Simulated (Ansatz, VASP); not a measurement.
## AlSi16: VASP beside Ansatz

```
Si Al
1.0
     0.00000    5.43000    5.43000
     5.43000    0.00000    5.43000
     5.43000    5.43000    0.00000
Si Al
16 1
Direct
  0.00100 0.99897 0.00096
  0.12346 0.12909 0.12340
  0.00091 0.99878 0.49833
  0.13762 0.12089 0.62028
  0.99981 0.50017 0.99975
  0.12350 0.62392 0.12344
  0.00100 0.50156 0.49844
  0.12341 0.62385 0.62870
  0.49839 0.99878 0.00086
  0.62033 0.12089 0.13755
  0.49950 0.00025 0.49943
  0.62023 0.12063 0.62019
  0.49850 0.50156 0.00095
  0.62876 0.62385 0.12335
  0.49837 0.50140 0.49831
  0.62031 0.63838 0.62026
  0.74951 0.25029 0.74943
```

Alike in both runs: functional PBEsol; k mesh 2 × 2 × 2; occupations fermi-dirac, width 0.02 eV; collinear spin.

Ansatz relaxed the structure, and its values are those at the end. VASP's run is a single point on that final structure, the one shown.

```csv
,VASP,Ansatz
version,VASP 6.6.1,Ansatz 0.2.0
potentials or method,"VASP PAW PBE potentials, release 64 (Si, Al), cutoff 520 eV","scalar-relativistic, plane waves, PAW"
valence electrons in the cell,67,67
```

```csv
,VASP,Ansatz,Ansatz less VASP
rms of the force components (eV/Å),0.004,0.005,+0.0010
net moment per atom (μB),0.00,0.00,0.000
```

VASP's potentials were made for PBE, not for PBEsol, and Ansatz warns of the same on its side. Ansatz's warnings: seeded moment not kept.

The k mesh is coarse, so the values compare programs but aren't converged.
